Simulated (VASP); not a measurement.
A run of VASP 6.6.1 is set up as follows.

The input INCAR:

```
ALGO = Normal
EDIFF = 1E-6
ENCUT = 1340
GGA = PE
GGA_COMPAT = F
ISIF = 2
ISMEAR = -1
LASPH = T
LCHARG = F
LREAL = F
LWAVE = F
NBANDS = 16
NELM = 120
PREC = Accurate
SIGMA = 0.02
```

KPOINTS

```
k-points
0
Gamma
  10 10 10
```

The input POSCAR:

```
ZnO
1.0
   -0.0529175058      2.1337703963      2.1337703963
    2.1337703963     -0.0529175058      2.1337703963
    2.0808528905      2.0808528905      0.0000000000
Zn O
1 1
Direct
    0.0000000000      0.0000000000      0.0000000000
    0.5000000000      0.5000000000      0.5000000000
```

Potentials or basis: VASP PAW PBE potentials, release 64 (Zn, O_h).

Launch:

```sh
$ cat potpaw_PBE.64/Zn/POTCAR potpaw_PBE.64/O_h/POTCAR > POTCAR
$ mpirun -np 1 vasp_std > vasp.out
```

(1) Predict the pressure.

(2) Estimate the band gap on the k mesh.

Answers

(1) 9.0 GPa.

(2) 0.87 eV (least direct gap 2.10 eV).

Caveat: the cell differs from its parent crystal (shear xy strain -5.0%); the cell stands under pressure; the structure was generated, so it needn't be the stable form of ZnO.
